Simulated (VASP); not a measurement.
# Ta2SiO3 (P4/mmm) in VASP: relaxation of cell and atoms with PBE

Aim: the relaxation of cell and atoms of Ta2SiO3 with PBE.

All numbers are computed with VASP 6.6.1; they aren't measurements. Logs are shortened: lines on timing, memory, paths and dates and some standing lists are left out, and cuts for length are marked.

**1. The cell of the first run**

It takes space group P4/mmm (No. 123, tetragonal). Conventional cell: a = 2.720 Å, b = 2.720 Å, c = 12.468 Å, α = 90.00°, β = 90.00°, γ = 90.00°. Ta (site symmetry 4mm) has 8 O at 2.17 to 2.40 Å and 5 Ta at 2.72 to 2.87 Å within 2.9 Å. Si (site symmetry 4/mmm) has 4 Si at 2.72 Å within 3.6 Å. O (site symmetry 4mm) has 4 Ta at 2.17 Å and 5 O at 2.45 to 2.72 Å within 2.9 Å. Within 3.2 Å of O (site symmetry 4/mmm) lie 8 Ta at 2.40 Å and 6 O at 2.45 to 2.72 Å.

The cell was built from a structure type or drawn by symmetry, and may not be a known phase.

**2. Relaxation of cell and atoms, PBE**

INCAR

```
  ALGO = Normal
  EDIFF = 1E-7
  EDIFFG = -0.01
  ENCUT = 600
  GGA = PE
  IBRION = 2
  ISIF = 3
  ISMEAR = 0
  LASPH = T
  LCHARG = F
  LREAL = F
  LWAVE = F
  NELM = 60
  NSW = 100
  PREC = Accurate
  SIGMA = 0.1
```

KPOINTS

```
k-points
0
Gamma
  14 14 4
```

POSCAR

```
Ta2SiO3
1.0
    2.7196641949      0.0000000000      0.0000000000
    0.0000000000      2.7196641949      0.0000000000
    0.0000000000      0.0000000000     12.4682957362
Ta Si O
2 1 3
Direct
    0.5000000000      0.5000000000      0.3848827452
    0.5000000000      0.5000000000      0.6151172548
    0.5000000000      0.5000000000      0.0000000000
    0.0000000000      0.0000000000      0.6963970722
    0.0000000000      0.0000000000      0.3036029278
    0.0000000000      0.0000000000      0.5000000000
```

Potentials or basis: VASP PAW PBE potentials, release 64 (Ta_pv, Si, O).

Run with:

```console
> cat potpaw_PBE.64/Ta_pv/POTCAR potpaw_PBE.64/Si/POTCAR potpaw_PBE.64/O/POTCAR > POTCAR
> mpirun -np 1 vasp_std > vasp.out
```

OUTCAR:

```text
EDIFF = 1E-7
   EDIFFG = -0.01
   ENCUT = 600
   GGA = PE
   IBRION = 2
   ISIF = 3
   ISMEAR = 0
   LASPH = T
   LREAL = F
   NELM = 60
   NSW = 100
   PREC = Accurate

 ion  position               nearest neighbor table
   1  0.500  0.500  0.385-   5 2.17   5 2.17   5 2.17   5 2.17   6 2.40   6 2.40   6 2.40   6 2.40
                             2 2.87
   2  0.500  0.500  0.615-   4 2.17   4 2.17   4 2.17   4 2.17   6 2.40   6 2.40   6 2.40   6 2.40
                             1 2.87
   3  0.500  0.500  0.000-
   4  0.000  0.000  0.696-   2 2.17   2 2.17   2 2.17   2 2.17
   5  0.000  0.000  0.304-   1 2.17   1 2.17   1 2.17   1 2.17
   6  0.000  0.000  0.500-   1 2.40   2 2.40   1 2.40   2 2.40   1 2.40   2 2.40   1 2.40   2 2.40

  LATTYP: Found a simple tetragonal cell.
 ALAT       =     2.7196641949
 C/A-ratio  =     4.5844982478

  Lattice vectors:

 A1 = (   2.7196641949,   0.0000000000,   0.0000000000)
 A2 = (   0.0000000000,   2.7196641949,   0.0000000000)
 A3 = (   0.0000000000,   0.0000000000,  12.4682957362)

Analysis of symmetry for initial positions (statically):
=====================================================================
 Subroutine PRICEL returns:
 Original cell was already a primitive cell.

 Routine SETGRP: Setting up the symmetry group for a
 simple tetragonal supercell.

 Subroutine GETGRP returns: Found 16 space group operations
 (whereof 16 operations were pure point group operations)
 out of a pool of 16 trial point group operations.

The static configuration has the point symmetry D_4h.

Analysis of symmetry for dynamics (positions and initial velocities):
=====================================================================
 Subroutine PRICEL returns:
 Original cell was already a primitive cell.

 Routine SETGRP: Setting up the symmetry group for a
 simple tetragonal supercell.

 Subroutine GETGRP returns: Found 16 space group operations
 (whereof 16 operations were pure point group operations)
 out of a pool of 16 trial point group operations.

The dynamic configuration has the point symmetry D_4h.

 Subroutine INISYM returns: Found 16 space group operations
 (whereof 16 operations are pure point group operations),
 and found     1 'primitive' translations

----------------------------------------------------------------------------------------

                                     Primitive cell

  volume of cell :      92.2227

  direct lattice vectors                    reciprocal lattice vectors
     2.719664195  0.000000000  0.000000000     0.367692453  0.000000000  0.000000000
     0.000000000  2.719664195  0.000000000     0.000000000  0.367692453  0.000000000
     0.000000000  0.000000000 12.468295736     0.000000000  0.000000000  0.080203423

  length of vectors
     2.719664195  2.719664195 12.468295736     0.367692453  0.367692453  0.080203423

  position of ions in fractional coordinates (direct lattice)
     0.500000000  0.500000000  0.384882745
     0.500000000  0.500000000  0.615117255
     0.500000000  0.500000000  0.000000000
     0.000000000  0.000000000  0.696397072
     0.000000000  0.000000000  0.303602928
     0.000000000  0.000000000  0.500000000

  ion indices of the primitive-cell ions
   primitive index   ion index
                 1           1
                 2           2
                 3           3
                 4           4
                 5           5
                 6           6

----------------------------------------------------------------------------------------

 KPOINTS: k-points

Automatic generation of k-mesh.
 Grid dimensions read from file:
 generate k-points for:   14   14    4

 Generating k-lattice:

  Cartesian coordinates                     Fractional coordinates (reciprocal lattice)
     0.026263747  0.000000000  0.000000000     0.071428571  0.000000000  0.000000000
     0.000000000  0.026263747  0.000000000     0.000000000  0.071428571  0.000000000
     0.000000000  0.000000000  0.020050856     0.000000000  0.000000000  0.250000000

  Length of vectors
     0.026263747  0.026263747  0.020050856

  Shift w.r.t. Gamma in fractional coordinates (k-lattice)
     0.000000000  0.000000000  0.000000000

 Subroutine IBZKPT returns following result:
 ===========================================

 Found    108 irreducible k-points:

 Following reciprocal coordinates:
            Coordinates               Weight
  0.000000  0.000000  0.000000      1.000000
  0.071429  0.000000  0.000000      4.000000
  0.142857  0.000000  0.000000      4.000000
  0.214286  0.000000  0.000000      4.000000
  0.285714  0.000000  0.000000      4.000000
  0.357143  0.000000  0.000000      4.000000
[... 16 lines left out ...]
  0.285714  0.214286  0.000000      8.000000
  0.357143  0.214286  0.000000      8.000000
 [... further k-points ...]
   k-points           NKPTS =    108   k-points in BZ     NKDIM =    108   number of bands    NBANDS=     26
   number of dos      NEDOS =    301   number of ions     NIONS =      6
   total plane-waves  NPLWV =  57600
   dimension x,y,z NGX =    24 NGY =   24 NGZ =  100
   dimension x,y,z NGXF=    48 NGYF=   48 NGZF=  200
   ions per type =               2   1   3
   NGX,Y,Z   is equivalent  to a cutoff of  14.67, 14.67, 13.33 a.u.
   NGXF,Y,Z  is equivalent  to a cutoff of  29.34, 29.34, 26.67 a.u.
 SYSTEM =  unknown system
   PREC   = accura    normal or accurate (medium, high low for compatibility)
   ISTART =      0    job   : 0-new  1-cont  2-samecut
   ICHARG =      2    charge: 1-file 2-atom 10-const
   ISPIN  =      1    spin polarized calculation?
   LNONCOLLINEAR =      F non collinear calculations
   LSORBIT =      F    spin-orbit coupling
   LASPH  =      T    aspherical Exc in radial PAW
   ENCUT  =  600.0 eV  44.10 Ry    6.64 a.u.   5.43  5.43 24.90*2*pi/ulx,y,z
   NELM   =     60;   NELMIN=  2; NELMDL= -5     # of ELM steps
   EDIFF  = 0.1E-06   stopping-criterion for ELM
   LREAL  =      F    real-space projection
   EDIFFG = -.1E-01   stopping-criterion for IOM
   NSW    =    100    number of steps for IOM
   IBRION =      2    ionic relax: 0-MD 1-quasi-New 2-CG
   NFREE  =      1    steps in history (QN), initial steepest desc. (CG)
   ISIF   =      3    stress and relaxation
   ISYM   =      2    0-nonsym 1-usesym 2-fastsym
   POTIM  = 0.5000    time-step for ionic-motion
   TEBEG  =    0.0;   TEEND  =   0.0 temperature during run
   PSTRESS=    0.0 pullay stress
   NELECT =      44.0000    total number of electrons
   NUPDOWN=      -1.0000    fix difference up-down
   EMIN   =  10.00;   EMAX   =-10.00  energy-range for DOS
   EFERMI =   0.00;   METHOD = LEGACY
   ISMEAR =     0;   SIGMA  =   0.10  broadening in eV -4-tet -1-fermi 0-gaus
   EFERMI_NEDOS =   21; number of points for ismear=-14 and -15
   IALGO  =     38    algorithm
   IMIX   =      4    mixing-type and parameters
     AMIX     =   0.40;   BMIX     =  1.00
     AMIX_MAG =   1.60;   BMIX_MAG =  1.00
  volume/ion in A,a.u.               =      15.37       103.72
  Fermi-wavevector in a.u.,A,eV,Ry     =   1.279224  2.417382 22.264755  1.636413
  Thomas-Fermi vector in A             =   2.411721
   LORBIT       =      0    0 simple, 1 ext, 2 COOP (PROOUT), +10 PAW based schemes
   GGA     = PE    functional components
   LHFCALC =     F    Hartree Fock is set to
   AEXX    =    0.0000 exact exchange contribution
   IVDW    =     0    specifies the selected vdW correction
   LEPSILON=     F    determine dielectric tensor
   LRPA    =     F    only Hartree local field effects (RPA)
 conjugate gradient relaxation of ions
 non-spin polarized calculation
 Gauss-broadening in eV      SIGMA  =   0.10
  energy-cutoff  :      600.00
  volume of cell :       92.22
 maximum number of plane-waves:      3122
 NGX is ok and might be reduce to    24
   NGX = 11   NGY = 11   NGZ = 49

--------------------------------------- Ionic step        1  -------------------------------------------

 number of electron      43.9999987 magnetization

 Free energy of the ion-electron system (eV)
  ---------------------------------------------------
  ext. energy  EPLUGINS =         0.00000000
  ---------------------------------------------------
  free energy    TOTEN  =       -51.00846734 eV

  energy without entropy =      -51.00015576  energy(sigma->0) =      -51.00431155

------------------------ aborting loop because EDIFF is reached ----------------------------------------

  FORCE on cell =-STRESS in cart. coord.  units (eV):
  Direction    XX          YY          ZZ          XY          YZ          ZX
  --------------------------------------------------------------------------------------
  -------------------------------------------------------------------------------------
  Total        0.0026752      0.0026752      0.2067504      0.0000000      0.0000000     -0.0000000
  in kB        0.0464754      0.0464754      3.5918593      0.0000000      0.0000000     -0.0000000
  external PRESSURE =       1.2282701 kB  Pullay stress =       0.0000000 kB
[... 185 lines left out ...]
  energy  without entropy=      -51.0003588919  energy(sigma->0) =      -51.00470323

--------------------------------------- Ionic step        6  -------------------------------------------

 number of electron      43.9999987 magnetization

 Free energy of the ion-electron system (eV)
  ---------------------------------------------------
  ext. energy  EPLUGINS =         0.00000000
  ---------------------------------------------------
  free energy    TOTEN  =       -51.00906743 eV

  energy without entropy =      -51.00036641  energy(sigma->0) =      -51.00471692

 E-fermi :   4.5906     XC(G=0): -10.1712

 val. band max:        4.5484422036   @ k =   0.2857   0.0000   0.5000
 cond. band min:       4.6008050698   @ k =   0.4286   0.0000   0.5000
 fundamental gap:      0.0523628662
 Fermi energy:         4.5905522496

 k-point     1 :       0.0000    0.0000    0.0000
  band No.  band energies     occupation
      1     -31.5849      2.00000
      2     -31.1371      2.00000
      3     -30.7042      2.00000
      4     -30.7042      2.00000
      5     -30.6657      2.00000
      6     -30.6657      2.00000
[... 685 lines left out ...]
     25       6.2490      0.00000
     26       6.4329      0.00000

 [... further k-points ...]

------------------------ aborting loop because EDIFF is reached ----------------------------------------

  FORCE on cell =-STRESS in cart. coord.  units (eV):
  Direction    XX          YY          ZZ          XY          YZ          ZX
  --------------------------------------------------------------------------------------
  -------------------------------------------------------------------------------------
  Total       -0.0134022     -0.0134022      0.0363567      0.0000000     -0.0000000      0.0000000
  in kB       -0.2324498     -0.2324498      0.6305739      0.0000000     -0.0000000      0.0000000
  external PRESSURE =       0.0552248 kB  Pullay stress =       0.0000000 kB
[... 21 lines left out ...]
  FREE ENERGIE OF THE ION-ELECTRON SYSTEM (eV)
  ---------------------------------------------------
  free  energy   TOTEN  =       -51.0090674278 eV

  energy  without entropy=      -51.0003664051  energy(sigma->0) =      -51.00471692

 reached required accuracy - stopping structural energy minimisation
```

Wall time 13 min (1 thread of Intel Xeon 6975P-C (Granite Rapids), shared host); peak memory 0.46 GiB.

What came out:

```
Free energy                           : -51.0091 eV
Relaxed volume                        : 15.40 Å³/atom
Relaxed cell                          : a = 2.721 Å, b = 2.721 Å, c = 12.481 Å, α = 90.00°, β = 90.00°, γ = 90.00°
Space group after relaxing (to 0.1 Å) : P4/mmm (No. 123)
Energy gained by relaxing             : 0.1 meV/atom
Ionic steps                           : 6
Pressure after relaxing               : 0.0 GPa
Largest force after relaxing          : 0.008 eV/Å
Band gap on the k mesh                : zero (bands 22 and 23 overlap by 2.43 eV)
```

Forces in eV/Å, atoms in the order of the input:
```
Ta   0.000  0.000  0.008
Ta   0.000  0.000 -0.008
Si   0.000  0.000  0.000
O    0.000  0.000 -0.006
O    0.000  0.000  0.006
O    0.000  0.000  0.000
```

The path:
| step | energy change (eV) | largest force (eV/Å) | pressure (GPa) | volume (Å³) |
| --- | --- | --- | --- | --- |
| 1 | 0.0000 | 0.1272 | 0.12 | 92.22 |
| 2 | -0.0001 | 0.1287 | 0.05 | 92.38 |
| 3 | -0.0006 | 0.0120 | 0.08 | 92.30 |
| 4 | -0.0006 | 0.0149 | -0.07 | 92.40 |
| 5 | -0.0006 | 0.0138 | -0.02 | 92.37 |
| 6 | -0.0006 | 0.0076 | 0.01 | 92.38 |

Final structure:
```
Ta Si O
1.0
     2.72055    0.00000    0.00000
     0.00000    2.72055    0.00000
     0.00000    0.00000   12.48091
Ta Si O
2 1 3
Direct
  0.50000 0.50000 0.38465
  0.50000 0.50000 0.61535
  0.50000 0.50000 0.00000
  0.00000 0.00000 0.69620
  0.00000 0.00000 0.30380
  0.00000 0.00000 0.50000
```

Caveat: spin-orbit coupling is left out, which moves the levels of the heavy elements.
